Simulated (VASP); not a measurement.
Here is a VASP 6.6.1 calculation.

The input INCAR:

```
PREC     = Accurate       # precision mode
ENCUT    = 600            # plane-wave cutoff, eV
EDIFF    = 1E-6           # SCF threshold, eV
ISMEAR   = 0              # smearing method
SIGMA    = 0.1            # smearing width, eV
LREAL    = False          # projectors in reciprocal space
LASPH    = True           # aspherical terms in the spheres
NELM     = 100            # most SCF steps
ALGO     = Fast           # electronic algorithm
ISIF     = 3              # what is computed and relaxed
LWAVE    = False          # write WAVECAR
LCHARG   = False          # write CHGCAR
GGA      = PE             # functional
IBRION   = 2              # ionic algorithm
NSW      = 90             # ionic steps
EDIFFG   = -0.04          # ionic threshold
```

KPOINTS

```
regular mesh
0
Gamma
  4 4 6
```

File POSCAR:

```
HfTi4Si
1.0
    6.2051882415      0.0000000000      0.0000000000
    0.0000000000      6.2051882415      0.0000000000
    0.0000000000      0.0000000000      3.0212440409
Hf Ti Si
1 4 1
Direct
    0.0000000000      0.0000000000      0.5000000000
    0.1769807128      0.5000000000      0.5000000000
    0.8230192872      0.5000000000      0.5000000000
    0.5000000000      0.1769807128      0.5000000000
    0.5000000000      0.8230192872      0.5000000000
    0.5000000000      0.5000000000      0.0000000000
```

Potentials or basis: VASP PAW PBE potentials, release 64 (Hf_pv, Ti_sv, Si).

Command:

```sh
$ cat potpaw_PBE.64/Hf_pv/POTCAR potpaw_PBE.64/Ti_sv/POTCAR potpaw_PBE.64/Si/POTCAR > POTCAR
$ mpirun -np 1 vasp_std > vasp.out
```

Predict the relaxed cell.

a = 6.260 Å, b = 6.260 Å, c = 2.985 Å, α = 90.00°, β = 90.00°, γ = 90.00°.

Predict the space group after relaxing (to 0.1 Å).

P4/mmm (No. 123).

What does it give for the band gap on the k mesh?

Zero (bands 31 and 32 overlap by 0.79 eV).

Estimate the relaxed volume.

19.50 Å³/atom.

Stress tensor (GPa, compression positive):
```
-0.14  0.00  0.00
 0.00 -0.14  0.00
 0.00  0.00 -0.27
```

Caveat: spin-orbit coupling is left out, which moves the levels of the heavy elements.
